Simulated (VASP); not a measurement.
# Te (P3_121) in VASP: single point with PBE0

Aim: the single point of Te with PBE0.

Program: VASP 6.6.1. These are calculated values, not measurements. Logs are shortened: lines on timing, memory, paths and dates and some standing lists are left out, and cuts for length are marked.

## 1. The cell of the first run

The structure is trigonal, space group P3_121 (No. 152). Conventional cell: a = 4.471 Å, b = 4.471 Å, c = 5.949 Å, α = 90.00°, β = 90.00°, γ = 120.00°. Within 3.8 Å of Te (site symmetry 2) lie 6 Te at 2.85 to 3.50 Å.

## 2. Single point, PBE0

Input file POSCAR:

```
Te
1.0
    4.4712579894      0.0000000000      0.0000000000
   -2.2356289947      3.8722230057      0.0000000000
    0.0000000000      0.0000000000      5.9487466900
Te
3
Direct
    0.2641920554      0.0000000000      0.3333333333
    0.0000000000      0.2641920554      0.6666666667
    0.7358079446      0.7358079446      0.0000000000
```

Input file INCAR.step1:

```
ALGO = Normal ; EDIFF = 1E-5
ENCUT = 520 ; GGA = PE
ISIF = 2 ; ISMEAR = 0
KPAR = 2 ; LASPH = T
LCHARG = F ; LREAL = F
LWAVE = T ; NBANDS = 16
NELM = 60 ; PREC = Accurate
SIGMA = 0.01
```

Input file INCAR.step2:

```
AEXX = 0.25 ; ALGO = Normal
EDIFF = 1E-6 ; ENCUT = 520
GGA = PE ; ISIF = 2
ISMEAR = 0 ; ISTART = 1
KPAR = 2 ; LASPH = T
LCHARG = F ; LHFCALC = T
LREAL = F ; LWAVE = F
NBANDS = 16 ; NELM = 60
PREC = Accurate ; PRECFOCK = Normal
SIGMA = 0.01
```

Input file KPOINTS:

```
k-points
0
Gamma
  6 6 4
```

Potentials or basis: VASP PAW PBE potentials, release 64 (Te).

Run with:

```sh
$ cat potpaw_PBE.64/Te/POTCAR > POTCAR
$ cp INCAR.step1 INCAR
$ mpirun -np 2 vasp_std > vasp.out
$ cp INCAR.step2 INCAR
$ mpirun -np 2 vasp_std > vasp.out
```

OUTCAR:

```text
AEXX = 0.25
   EDIFF = 1E-6
   ENCUT = 520
   GGA = PE
   ISIF = 2
   ISMEAR = 0
   ISTART = 1
   LASPH = T
   LHFCALC = T
   LREAL = F
   NELM = 60
   PREC = Accurate
   PRECFOCK = Normal

 ion  position               nearest neighbor table
   1  0.264  0.000  0.333-   3 2.85   2 2.85   3 3.50   3 3.50   2 3.50   2 3.50
   2  0.000  0.264  0.667-   3 2.85   1 2.85   3 3.50   3 3.50   1 3.50   1 3.50
   3  0.736  0.736  0.000-   1 2.85   2 2.85   1 3.50   2 3.50   2 3.50   1 3.50

  LATTYP: Found a hexagonal cell.
 ALAT       =     4.4712579894
 C/A-ratio  =     1.3304413890

  Lattice vectors:

 A1 = (   4.4712579894,   0.0000000000,   0.0000000000)
 A2 = (  -2.2356289947,   3.8722230057,   0.0000000000)
 A3 = (   0.0000000000,   0.0000000000,   5.9487466900)

Analysis of symmetry for initial positions (statically):
=====================================================================
 Subroutine PRICEL returns:
 Original cell was already a primitive cell.

 Routine SETGRP: Setting up the symmetry group for a
 hexagonal supercell.

 Subroutine GETGRP returns: Found  6 space group operations
 (whereof  2 operations were pure point group operations)
 out of a pool of 24 trial point group operations.

The static configuration has the point symmetry C_2 .
 The point group associated with its full space group is D_3 .

Analysis of symmetry for dynamics (positions and initial velocities):
=====================================================================
 Subroutine PRICEL returns:
 Original cell was already a primitive cell.

 Routine SETGRP: Setting up the symmetry group for a
 hexagonal supercell.

 Subroutine GETGRP returns: Found  6 space group operations
 (whereof  2 operations were pure point group operations)
 out of a pool of 24 trial point group operations.

The dynamic configuration has the point symmetry C_2 .
 The point group associated with its full space group is D_3 .

 Subroutine INISYM returns: Found  6 space group operations
 (whereof  2 operations are pure point group operations),
 and found     1 'primitive' translations

----------------------------------------------------------------------------------------
[... 98 lines left out ...]
   IBRION =     -1    ionic relax: 0-MD 1-quasi-New 2-CG
   NFREE  =      0    steps in history (QN), initial steepest desc. (CG)
   ISIF   =      2    stress and relaxation
   ISYM   =      3    0-nonsym 1-usesym 2-fastsym
   POTIM  = 0.5000    time-step for ionic-motion
   TEBEG  =    0.0;   TEEND  =   0.0 temperature during run
   PSTRESS=    0.0 pullay stress
   NELECT =      18.0000    total number of electrons
   NUPDOWN=      -1.0000    fix difference up-down
   EMIN   =  10.00;   EMAX   =-10.00  energy-range for DOS
   EFERMI =   0.00;   METHOD = LEGACY
   ISMEAR =     0;   SIGMA  =   0.01  broadening in eV -4-tet -1-fermi 0-gaus
   EFERMI_NEDOS =   21; number of points for ismear=-14 and -15
   IALGO  =     38    algorithm
   IMIX   =      1    mixing-type and parameters
     AMIX     =   0.40;   BMIX     =  1.00
     AMIX_MAG =   1.60;   BMIX_MAG =  1.00
  volume/ion in A,a.u.               =      34.33       231.68
  Fermi-wavevector in a.u.,A,eV,Ry     =   0.915294  1.729654 11.398452  0.837763
  Thomas-Fermi vector in A             =   2.040019
   LORBIT       =      0    0 simple, 1 ext, 2 COOP (PROOUT), +10 PAW based schemes
   GGA     = PE    functional components
   LHFCALC =     T    Hartree Fock is set to
   PRECFOCK=normal    Normal, Fast or Accurate (Low or Medium for compatibility)
   ENCUT4O =  -1.0   cutoff for four orbital integrals eV
   NKREDX  =     1    reduce k-point grid by
   NKREDY  =     1    reduce k-point grid by
   NKREDZ  =     1    reduce k-point grid by
   AEXX    =    0.2500 exact exchange contribution
   HFSCREEN=    0.0000 screening length (either q_TF or 0.3 A-1)
   HFSCREENC=   0.0000 screening length for correlation (either q_TF or 0.3 A-1)
   ENCUTFOCK=  -1.0 apply spherical cutoff to Coloumb kernel
   IVDW    =     0    specifies the selected vdW correction
   LEPSILON=     F    determine dielectric tensor
   LRPA    =     F    only Hartree local field effects (RPA)
 non-spin polarized calculation
 Gauss-broadening in eV      SIGMA  =   0.01
  energy-cutoff  :      520.00
  volume of cell :      102.99
 maximum number of plane-waves:      2854
 NGX is ok and might be reduce to    36
  NGX = 28; NGY = 28; NGZ = 36

 number of electron      17.9999997 magnetization

 Free energy of the ion-electron system (eV)
  ---------------------------------------------------
  ext. energy  EPLUGINS =         0.00000000
  ---------------------------------------------------
  free energy    TOTEN  =       -13.36080267 eV

  energy without entropy =      -13.36080267  energy(sigma->0) =      -13.36080267

 E-fermi :   5.2256     XC(G=0):  -7.1553

 val. band max:        5.1165380691   @ k =   0.3333   0.3333   0.5000
 cond. band min:       6.2800130371   @ k =   0.3333   0.3333   0.5000
 fundamental gap:      1.1634749680
 Fermi energy:         5.2256259508

 k-point     1 :       0.0000    0.0000    0.0000
  band No.  band energies     occupation
      1      -9.8759      2.00000
      2      -6.2245      2.00000
      3      -6.2245      2.00000
      4       1.7369      2.00000
      5       2.1164      2.00000
      6       2.1164      2.00000
[... 433 lines left out ...]
      3      -5.8714      2.00000
      4      -0.6418      2.00000
      5      -0.4468      2.00000
      6      -0.4468      2.00000
[... 8 lines left out ...]
     15      13.0523      0.00000
     16      13.6072      0.00000

------------------------ aborting loop because EDIFF is reached ----------------------------------------

  FORCE on cell =-STRESS in cart. coord.  units (eV):
  Direction    XX          YY          ZZ          XY          YZ          ZX
  --------------------------------------------------------------------------------------
  -------------------------------------------------------------------------------------
  Total       -0.2307167     -0.2307167     -1.1158823      0.0000000      0.0000000      0.0000000
  in kB       -3.5890051     -3.5890051    -17.3585480      0.0000000      0.0000000      0.0000000
  external PRESSURE =      -8.1788527 kB  Pullay stress =       0.0000000 kB

 VOLUME and BASIS-vectors are now :
 -----------------------------------------------------------------------------
  energy-cutoff  :      520.00
  volume of cell :      102.99
      direct lattice vectors                 reciprocal lattice vectors
     4.471257989  0.000000000  0.000000000     0.223650705  0.129124795  0.000000000
    -2.235628995  3.872223006  0.000000000     0.000000000  0.258249589  0.000000000
     0.000000000  0.000000000  5.948746690     0.000000000  0.000000000  0.168102636

 POSITION                                       TOTAL-FORCE (eV/Angst)
 -----------------------------------------------------------------------------------
      1.18127      0.00000      1.98292        -0.322283      0.000000     -0.000000
     -0.59064      1.02301      3.96583         0.161142     -0.279106      0.000000
      1.64499      2.84921      0.00000         0.161142      0.279106     -0.000000
 -----------------------------------------------------------------------------------
    total drift:                                0.000001      0.000001     -0.000000

  FREE ENERGIE OF THE ION-ELECTRON SYSTEM (eV)
  ---------------------------------------------------
  free  energy   TOTEN  =       -13.3608026720 eV

  energy  without entropy=      -13.3608026720  energy(sigma->0) =      -13.36080267
```

OSZICAR.step1:

```text
N       E                     dE             d eps       ncg     rms          rms(c)
DAV:   1     0.719848902794E+02    0.71985E+02   -0.64368E+03   768   0.896E+02
DAV:   2    -0.472007246889E+01   -0.76705E+02   -0.72157E+02  1008   0.130E+02
DAV:   3    -0.934837882755E+01   -0.46283E+01   -0.46119E+01  1016   0.371E+01
DAV:   4    -0.943044779199E+01   -0.82069E-01   -0.82064E-01  1120   0.562E+00
DAV:   5    -0.943176973066E+01   -0.13219E-02   -0.13219E-02  1032   0.614E-01    0.121E+01
DAV:   6    -0.941431912304E+01    0.17451E-01   -0.18408E-02   960   0.808E-01    0.769E+00
DAV:   7    -0.941174526189E+01    0.25739E-02   -0.40404E-02   928   0.121E+00    0.295E-01
DAV:   8    -0.941102098600E+01    0.72428E-03   -0.74992E-03   824   0.475E-01    0.170E-01
DAV:   9    -0.941105144906E+01   -0.30463E-04   -0.21703E-04  1184   0.931E-02    0.123E-01
DAV:  10    -0.941109656614E+01   -0.45117E-04   -0.55694E-05   920   0.462E-02    0.244E-02
DAV:  11    -0.941108988172E+01    0.66844E-05   -0.18432E-05   728   0.269E-02
   1 F= -.94110899E+01 E0= -.94110899E+01  d E =-.139741E-31
```

Wall time 44 min (2 MPI ranks of AMD EPYC 7R13 (Zen 3), shared host); peak memory 0.27 GiB.

Results:

```yaml
Free_energy: -13.3608 eV
Pressure: -0.8 GPa
Largest_force: 0.322 eV/Å
Band_gap_on_the_k_mesh: 1.16 eV
```

Forces in eV/Å, atoms in the order of the input:
```
Te  -0.322  0.000  0.000
Te   0.161 -0.279  0.000
Te   0.161  0.279  0.000
```

Levels at points of the mesh, in eV from the valence-band top:
| k point | band 6 | band 7 | band 8 | band 9 | band 10 | band 11 | band 12 | band 13 |
| --- | --- | --- | --- | --- | --- | --- | --- | --- |
| (0.00, 0.00, 0.00) | -3.00 | -1.89 | -1.89 | -0.92 | 2.18 | 2.18 | 2.91 | 6.27 |
| (0.50, 0.00, 0.00) | -3.96 | -3.89 | -1.20 | -0.96 | 2.00 | 2.14 | 4.25 | 5.17 |
| (0.00, 0.00, 0.50) | -2.93 | -1.58 | -1.22 | -1.22 | 1.62 | 1.69 | 1.69 | 5.33 |
| (0.50, 0.00, 0.50) | -4.02 | -2.67 | -2.30 | -0.21 | 1.84 | 3.16 | 3.83 | 5.92 |

Caveat: the PAW data sets were made with another functional, which shifts forces and pressure a little; spin-orbit coupling is left out, which moves the levels of the heavy elements.
